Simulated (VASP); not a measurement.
# Na3Cl2 (R-3c) in VASP: a series of runs

Runs on Na3Cl2. Level: PBE. Tasks: single point.

All numbers are computed with VASP 6.6.1; they aren't measurements. Logs are shortened: lines on timing, memory, paths and dates and some standing lists are left out, and cuts for length are marked.

### Step 1. The cell of the first run

Symmetry: R-3c, No. 167, trigonal system. Conventional cell: a = 7.033 Å, b = 7.033 Å, c = 20.652 Å, α = 90.00°, β = 90.00°, γ = 120.00°. Na (site symmetry 2) has 4 Cl at 2.87 to 2.92 Å and 2 Na at 3.88 Å within 3.9 Å. Within 3.8 Å of Cl (site symmetry 3) lie 6 Na at 2.87 to 2.92 Å and 1 Cl at 3.74 Å.

### Step 2. Single point, PBE

Contents of INCAR:

```
ALGO = Normal
EDIFF = 1E-6
ENCUT = 520
GGA = PE
ISIF = 2
ISMEAR = 0
LASPH = T
LCHARG = T
LELF = T
LREAL = F
LVHAR = T
LWAVE = F
NBANDS = 46
NELM = 100
PREC = Accurate
SIGMA = 0.01
```

Contents of KPOINTS:

```
k-points
0
Gamma
  6 6 6
```

Contents of POSCAR:

```
Na3Cl2
1.0
    3.5163503437      2.0301658175      6.8840286449
   -3.5163503437      2.0301658175      6.8840286449
    0.0000000000     -4.0603316350      6.8840286449
Na Cl
6 4
Direct
    0.0683857540      0.4316142460      0.7500000000
    0.7500000000      0.0683857540      0.4316142460
    0.4316142460      0.7500000000      0.0683857540
    0.9316142460      0.5683857540      0.2500000000
    0.2500000000      0.9316142460      0.5683857540
    0.5683857540      0.2500000000      0.9316142460
    0.8406185661      0.8406185661      0.8406185661
    0.6593814339      0.6593814339      0.6593814339
    0.1593814339      0.1593814339      0.1593814339
    0.3406185661      0.3406185661      0.3406185661
```

Potentials or basis: VASP PAW PBE potentials, release 64 (Na_pv, Cl).

Command:

```
cat potpaw_PBE.64/Na_pv/POTCAR potpaw_PBE.64/Cl/POTCAR > POTCAR
mpirun -np 1 vasp_std > vasp.out
```

OUTCAR:

```text
EDIFF = 1E-6
   ENCUT = 520
   GGA = PE
   ISIF = 2
   ISMEAR = 0
   LASPH = T
   LREAL = F
   NELM = 100
   PREC = Accurate

 ion  position               nearest neighbor table
   1  0.068  0.432  0.750-
   2  0.750  0.068  0.432-
   3  0.432  0.750  0.068-
   4  0.932  0.568  0.250-
   5  0.250  0.932  0.568-
   6  0.568  0.250  0.932-
   7  0.841  0.841  0.841-
   8  0.659  0.659  0.659-
   9  0.159  0.159  0.159-
  10  0.341  0.341  0.341-

  LATTYP: Found a trigonal (rhomboedric) cell.
 ALAT       =     7.9922552118
 COS(alpha) =     0.6128532786

  Lattice vectors:

 A1 = (   3.5163503437,   2.0301658175,   6.8840286449)
 A2 = (  -3.5163503437,   2.0301658175,   6.8840286449)
 A3 = (   0.0000000000,  -4.0603316350,   6.8840286449)

Analysis of symmetry for initial positions (statically):
=====================================================================
 Subroutine PRICEL returns:
 Original cell was already a primitive cell.

 Routine SETGRP: Setting up the symmetry group for a
 trigonal (rhombohedral) supercell.

 Subroutine GETGRP returns: Found 12 space group operations
 (whereof  6 operations were pure point group operations)
 out of a pool of 12 trial point group operations.

The static configuration has the point symmetry S_6 .
 The point group associated with its full space group is D_3d.

Analysis of symmetry for dynamics (positions and initial velocities):
=====================================================================
 Subroutine PRICEL returns:
 Original cell was already a primitive cell.

 Routine SETGRP: Setting up the symmetry group for a
 trigonal (rhombohedral) supercell.

 Subroutine GETGRP returns: Found 12 space group operations
 (whereof  6 operations were pure point group operations)
 out of a pool of 12 trial point group operations.

The dynamic configuration has the point symmetry S_6 .
 The point group associated with its full space group is D_3d.

 Subroutine INISYM returns: Found 12 space group operations
 (whereof  6 operations are pure point group operations),
 and found     1 'primitive' translations

----------------------------------------------------------------------------------------

                                     Primitive cell

  volume of cell :     294.8612

  direct lattice vectors                    reciprocal lattice vectors
     3.516350344  2.030165817  6.884028645     0.142192885  0.082095100  0.048421259
    -3.516350344  2.030165817  6.884028645    -0.142192885  0.082095100  0.048421259
     0.000000000 -4.060331635  6.884028645     0.000000000 -0.164190201  0.048421259

  length of vectors
     7.992255212  7.992255212  7.992255212     0.171181308  0.171181308  0.171181308

  position of ions in fractional coordinates (direct lattice)
     0.068385754  0.431614246  0.750000000
     0.750000000  0.068385754  0.431614246
     0.431614246  0.750000000  0.068385754
     0.931614246  0.568385754  0.250000000
     0.250000000  0.931614246  0.568385754
     0.568385754  0.250000000  0.931614246
     0.840618566  0.840618566  0.840618566
     0.659381434  0.659381434  0.659381434
     0.159381434  0.159381434  0.159381434
     0.340618566  0.340618566  0.340618566

  ion indices of the primitive-cell ions
   primitive index   ion index
                 1           1
                 2           2
                 3           3
                 4           4
                 5           5
                 6           6
                 7           7
                 8           8
                 9           9
                10          10

----------------------------------------------------------------------------------------

 KPOINTS: k-points

Automatic generation of k-mesh.
 Grid dimensions read from file:
 generate k-points for:    6    6    6

 Generating k-lattice:

  Cartesian coordinates                     Fractional coordinates (reciprocal lattice)
     0.023698814  0.013682517  0.008070210     0.166666667  0.000000000 -0.000000000
    -0.023698814  0.013682517  0.008070210     0.000000000  0.166666667 -0.000000000
     0.000000000 -0.027365033  0.008070210    -0.000000000 -0.000000000  0.166666667

  Length of vectors
     0.028530218  0.028530218  0.028530218

  Shift w.r.t. Gamma in fractional coordinates (k-lattice)
     0.000000000  0.000000000  0.000000000

 Subroutine IBZKPT returns following result:
 ===========================================

 Found     32 irreducible k-points:

 Following reciprocal coordinates:
            Coordinates               Weight
  0.000000  0.000000  0.000000      1.000000
  0.166667  0.000000  0.000000      6.000000
  0.333333  0.000000 -0.000000      6.000000
  0.500000  0.000000  0.000000      3.000000
  0.166667  0.166667  0.000000      6.000000
  0.333333  0.166667  0.000000     12.000000
[... 16 lines left out ...]
  0.500000  0.500000  0.166667      6.000000
 -0.333333  0.500000  0.166667     12.000000
 [... further k-points ...]
   k-points           NKPTS =     32   k-points in BZ     NKDIM =     32   number of bands    NBANDS=     46
   number of dos      NEDOS =    301   number of ions     NIONS =     10
   total plane-waves  NPLWV = 216000
   dimension x,y,z NGX =    60 NGY =   60 NGZ =   60
   dimension x,y,z NGXF=   120 NGYF=  120 NGZF=  120
   ions per type =               6   4
   NGX,Y,Z   is equivalent  to a cutoff of  12.48, 12.48, 12.48 a.u.
   NGXF,Y,Z  is equivalent  to a cutoff of  24.96, 24.96, 24.96 a.u.
 SYSTEM =  unknown system
   PREC   = accura    normal or accurate (medium, high low for compatibility)
   ISTART =      0    job   : 0-new  1-cont  2-samecut
   ICHARG =      2    charge: 1-file 2-atom 10-const
   ISPIN  =      1    spin polarized calculation?
   LNONCOLLINEAR =      F non collinear calculations
   LSORBIT =      F    spin-orbit coupling
   LASPH  =      T    aspherical Exc in radial PAW
   ENCUT  =  520.0 eV  38.22 Ry    6.18 a.u.  14.86 14.86 14.86*2*pi/ulx,y,z
   NELM   =    100;   NELMIN=  2; NELMDL= -5     # of ELM steps
   EDIFF  = 0.1E-05   stopping-criterion for ELM
   LREAL  =      F    real-space projection
   EDIFFG = 0.1E-04   stopping-criterion for IOM
   NSW    =      0    number of steps for IOM
   IBRION =     -1    ionic relax: 0-MD 1-quasi-New 2-CG
   NFREE  =      0    steps in history (QN), initial steepest desc. (CG)
   ISIF   =      2    stress and relaxation
   ISYM   =      2    0-nonsym 1-usesym 2-fastsym
   POTIM  = 0.5000    time-step for ionic-motion
   TEBEG  =    0.0;   TEEND  =   0.0 temperature during run
   PSTRESS=    0.0 pullay stress
   NELECT =      70.0000    total number of electrons
   NUPDOWN=      -1.0000    fix difference up-down
   EMIN   =  10.00;   EMAX   =-10.00  energy-range for DOS
   EFERMI =   0.00;   METHOD = LEGACY
   ISMEAR =     0;   SIGMA  =   0.01  broadening in eV -4-tet -1-fermi 0-gaus
   EFERMI_NEDOS =   21; number of points for ismear=-14 and -15
   IALGO  =     38    algorithm
   IMIX   =      4    mixing-type and parameters
     AMIX     =   0.40;   BMIX     =  1.00
     AMIX_MAG =   1.60;   BMIX_MAG =  1.00
  volume/ion in A,a.u.               =      29.49       198.98
  Fermi-wavevector in a.u.,A,eV,Ry     =   1.013682  1.915581 13.980678  1.027551
  Thomas-Fermi vector in A             =   2.146865
   LORBIT       =      0    0 simple, 1 ext, 2 COOP (PROOUT), +10 PAW based schemes
   GGA     = PE    functional components
   LHFCALC =     F    Hartree Fock is set to
   AEXX    =    0.0000 exact exchange contribution
   IVDW    =     0    specifies the selected vdW correction
   LEPSILON=     F    determine dielectric tensor
   LRPA    =     F    only Hartree local field effects (RPA)
 non-spin polarized calculation
 Gauss-broadening in eV      SIGMA  =   0.01
  energy-cutoff  :      520.00
  volume of cell :      294.86
 maximum number of plane-waves:      7988
   NGX = 29   NGY = 29   NGZ = 29

 number of electron      70.0000023 magnetization

 Free energy of the ion-electron system (eV)
  ---------------------------------------------------
  ext. energy  EPLUGINS =         0.00000000
  ---------------------------------------------------
  free energy    TOTEN  =       -27.91904720 eV

  energy without entropy =      -27.91869273  energy(sigma->0) =      -27.91886996

 E-fermi :   2.5668     XC(G=0):  -7.1266

 val. band max:        2.5636301176   @ k =  -0.3333   0.3333   0.1667
 cond. band min:       2.5701369502   @ k =   0.5000   0.5000   0.0000
 fundamental gap:      0.0065068326
 Fermi energy:         2.5667567892

 k-point     1 :       0.0000    0.0000    0.0000
  band No.  band energies     occupation
      1     -23.3214      2.00000
      2     -23.3203      2.00000
      3     -23.3203      2.00000
      4     -23.3191      2.00000
      5     -23.3170      2.00000
      6     -23.3170      2.00000
[... 38 lines left out ...]
     45       7.1158      0.00000
     46       7.1187      0.00000

 k-point     2 :       0.1667    0.0000    0.0000
  band No.  band energies     occupation
      1     -23.3219      2.00000
      2     -23.3205      2.00000
      3     -23.3195      2.00000
      4     -23.3195      2.00000
      5     -23.3173      2.00000
      6     -23.3167      2.00000
[... 38 lines left out ...]
     45       6.9115      0.00000
     46       7.3236      0.00000

 k-point     3 :       0.3333    0.0000   -0.0000
  band No.  band energies     occupation
      1     -23.3222      2.00000
      2     -23.3212      2.00000
      3     -23.3193      2.00000
      4     -23.3183      2.00000
      5     -23.3177      2.00000
      6     -23.3166      2.00000
[... 38 lines left out ...]
     45       6.8890      0.00000
     46       7.0806      0.00000

 k-point     4 :       0.5000    0.0000    0.0000
  band No.  band energies     occupation
      1     -23.3219      2.00000
      2     -23.3219      2.00000
      3     -23.3186      2.00000
      4     -23.3186      2.00000
      5     -23.3171      2.00000
      6     -23.3171      2.00000
[... 920 lines left out ...]
     45       6.8037      0.00000
     46       7.0177      0.00000

 k-point    23 :       0.5000    0.5000    0.1667
  band No.  band energies     occupation
      1     -23.3222      2.00000
      2     -23.3204      2.00000
      3     -23.3192      2.00000
      4     -23.3191      2.00000
      5     -23.3177      2.00000
      6     -23.3165      2.00000
[... 38 lines left out ...]
     45       6.8260      0.00000
     46       6.9754      0.00000

 k-point    24 :      -0.3333    0.5000    0.1667
  band No.  band energies     occupation
      1     -23.3219      2.00000
      2     -23.3207      2.00000
      3     -23.3194      2.00000
      4     -23.3190      2.00000
      5     -23.3172      2.00000
      6     -23.3165      2.00000
[... 38 lines left out ...]
     45       6.6551      0.00000
     46       6.7967      0.00000

 [... further k-points ...]

------------------------ aborting loop because EDIFF is reached ----------------------------------------

  FORCE on cell =-STRESS in cart. coord.  units (eV):
  Direction    XX          YY          ZZ          XY          YZ          ZX
  --------------------------------------------------------------------------------------
  -------------------------------------------------------------------------------------
  Total       -0.0504836     -0.0504836     -0.0661738      0.0000000      0.0000000      0.0000000
  in kB       -0.2743108     -0.2743108     -0.3595662      0.0000000      0.0000000      0.0000000
  external PRESSURE =      -0.3027293 kB  Pullay stress =       0.0000000 kB

 VOLUME and BASIS-vectors are now :
 -----------------------------------------------------------------------------
  energy-cutoff  :      520.00
  volume of cell :      294.86
      direct lattice vectors                 reciprocal lattice vectors
     3.516350344  2.030165817  6.884028645     0.142192885  0.082095100  0.048421259
    -3.516350344  2.030165817  6.884028645    -0.142192885  0.082095100  0.048421259
     0.000000000 -4.060331635  6.884028645     0.000000000 -0.164190201  0.048421259

 POSITION                                       TOTAL-FORCE (eV/Angst)
 -----------------------------------------------------------------------------------
     -1.27724     -2.03017      8.60504        -0.000809      0.000000     -0.000000
      2.39679     -0.09104      8.60504         0.000405     -0.000701     -0.000000
     -1.11956      2.12120      8.60504         0.000405      0.000701     -0.000000
      1.27724      2.03017     12.04705         0.000809      0.000000     -0.000000
     -2.39679      0.09104     12.04705        -0.000405      0.000701     -0.000000
      1.11956     -2.12120     12.04705        -0.000405     -0.000701     -0.000000
      0.00000      0.00000     17.36053        -0.000000     -0.000000      0.000345
      0.00000      0.00000     13.61760        -0.000000     -0.000000     -0.000345
      0.00000      0.00000      3.29156        -0.000000     -0.000000     -0.000345
      0.00000      0.00000      7.03448        -0.000000      0.000000      0.000345
 -----------------------------------------------------------------------------------
    total drift:                               -0.000000     -0.000000      0.000000

  FREE ENERGIE OF THE ION-ELECTRON SYSTEM (eV)
  ---------------------------------------------------
  free  energy   TOTEN  =       -27.9190471955 eV

  energy  without entropy=      -27.9186927315  energy(sigma->0) =      -27.91886996
```

Wall time 5.8 min (1 thread of Intel Xeon Platinum 8488C (Sapphire Rapids), shared host); peak memory 0.65 GiB.

What came out:

* Free energy: -27.9190 eV
* Pressure: 0.0 GPa
* Band gap on the k mesh: zero (bands 35 and 36 overlap by 0.57 eV)

Levels at points of the mesh, in eV from the Fermi level:
| k point | band 32 | band 33 | band 34 | band 35 | band 36 | band 37 | band 38 | band 39 |
| --- | --- | --- | --- | --- | --- | --- | --- | --- |
| (0.00, 0.00, 0.00) | -5.26 | -5.17 | -5.15 | -1.64 | 0.58 | 1.68 | 1.68 | 2.30 |
| (0.50, 0.00, 0.00) | -5.19 | -5.18 | -5.18 | -0.16 | -0.16 | 1.66 | 1.66 | 2.07 |
| (0.50, 0.50, 0.00) | -5.24 | -5.24 | -5.13 | 0.00 | 0.32 | 0.50 | 1.02 | 2.08 |
| (0.50, 0.50, 0.50) | -5.26 | -5.26 | -5.26 | -0.52 | -0.52 | 2.14 | 2.14 | 2.14 |

### Step 3. Single point, PBE

Contents of INCAR:

```
SYSTEM = Na3Cl2
ALGO = Normal
EDIFF = 1E-6
ENCUT = 520
GGA = PE
ISIF = 2
ISMEAR = 0
LASPH = .TRUE.
LCHARG = .FALSE.
LREAL = .FALSE.
LWAVE = .FALSE.
NBANDS = 46
NELM = 80
PREC = Accurate
SIGMA = 0.1
```

Contents of KPOINTS:

```
k-points
0
G
  6 6 6
  0 0 0
```

POSCAR is that of step 2.

Potentials or basis: VASP PAW PBE potentials, release 64 (Na_pv, Cl).

Command:

```
cat potpaw_PBE.64/Na_pv/POTCAR potpaw_PBE.64/Cl/POTCAR > POTCAR
mpirun -np 1 vasp_std > vasp.out
```

Run time: 6.1 min. Hardware: 1 thread of Intel Xeon Platinum 8488C (Sapphire Rapids), shared host; peak memory 0.67 GiB.

It converged, with:

```yaml
Free_energy: -27.9283 eV
Pressure: 0.0 GPa
Band_gap_on_the_k_mesh: zero (bands 35 and 36 overlap by 0.57 eV)
```

Levels at points of the mesh, in eV from the Fermi level:
| k point | band 32 | band 33 | band 34 | band 35 | band 36 | band 37 | band 38 | band 39 |
| --- | --- | --- | --- | --- | --- | --- | --- | --- |
| (0.00, 0.00, 0.00) | -5.24 | -5.15 | -5.13 | -1.62 | 0.60 | 1.70 | 1.70 | 2.32 |
| (0.50, 0.00, 0.00) | -5.17 | -5.16 | -5.16 | -0.14 | -0.14 | 1.68 | 1.68 | 2.09 |
| (0.50, 0.50, 0.00) | -5.22 | -5.22 | -5.11 | 0.03 | 0.35 | 0.53 | 1.04 | 2.10 |
| (0.50, 0.50, 0.50) | -5.24 | -5.24 | -5.24 | -0.50 | -0.50 | 2.16 | 2.16 | 2.16 |

The gap in the log of VASP goes by the Fermi energy; the results here count the filled bands.